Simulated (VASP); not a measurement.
Crystal: MgO.

```xyz
2
Lattice="0.0000 2.1022 2.1022 2.1022 0.0000 2.1022 2.1022 2.1022 0.0000" Properties=species:S:1:pos:R:3 pbc="T T T"
Mg    0.0000    0.0000    0.0000
O     2.1022    2.1022    2.1022
```

Base run:

- Program: VASP 6.6.1
- Functional: r2SCAN
- Potentials or basis: VASP PAW PBE potentials, release 64 (Mg_sv, O)
- Cutoff: 660 eV
- k mesh: 10 × 10 × 10
- Occupations: gaussian, width 0.01 eV
- Spin: no spin polarisation

Its results: band gap on the k mesh 5.71 eV, direct; pressure -0.2 GPa.

The run is repeated on the same cell with these changes: potentials or basis from VASP PAW PBE potentials, release 64 (Mg_sv, O) to VASP PAW PBE potentials, release 64 (Mg, O); cutoff from 660 eV to 520 eV; further incar settings from ALGO = Normal; EDIFF = 1e-06; NBANDS = 15 to ALGO = Normal; EDIFF = 1e-07; NBANDS = 11; valence electrons from 16 to 8. What comes out?

Band gap on the k mesh 5.66 eV, direct; pressure -1.1 GPa.

Caveats: the PAW data sets were made with another functional, which shifts forces and pressure a little.

